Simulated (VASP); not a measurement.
Write the native input for VASP 6.6.1 that does the following.

```yaml
Task: single point
Functional: PBE
Potentials_or_basis: VASP PAW PBE potentials, release 64 (Sb, Ga_d)
Cutoff: 520 eV
k_mesh: 4 × 4 × 4
Occupations: fermi-dirac, width 0.03 eV
Spin: no spin polarisation
Dipole_correction: no
Further_INCAR_settings: ALGO = Normal; EDIFF = 1e-06; NBANDS = 16
```

The structure of GaSb lies in POSCAR:

```
GaSb
1.0
    0.0000000000      3.0590000000      3.0590000000
    3.0590000000      0.0000000000      3.0590000000
    3.0590000000      3.0590000000      0.0000000000
Sb Ga
1 1
Direct
    0.7500000000      0.7500000000      0.7500000000
    0.0000000000      0.0000000000      0.0000000000
```

The input as run:

INCAR

```
SYSTEM = GaSb
ALGO = Normal
EDIFF = 1E-6
ENCUT = 520
GGA = PE
ISIF = 2
ISMEAR = -1
LASPH = .True.
LCHARG = .False.
LREAL = .False.
LWAVE = .False.
NBANDS = 16
NELM = 60
PREC = Accurate
SIGMA = 0.03
```

KPOINTS

```
k-points
0
Gamma
  4 4 4
  0 0 0
```

Potentials or basis: VASP PAW PBE potentials, release 64 (Sb, Ga_d).

Launch:

```sh
$ cat potpaw_PBE.64/Sb/POTCAR potpaw_PBE.64/Ga_d/POTCAR > POTCAR
$ mpirun -np 1 vasp_std > vasp.out
```

Results of the run:

```
Pressure : 2.9 GPa
```

Caveat: the k points lie up to 0.44 Å⁻¹ apart.

Run time: 7.7 s on 1 thread of AMD EPYC 7R43 64-Core Processor (Zen 3), with other jobs on the host, peak memory 0.14 GiB.
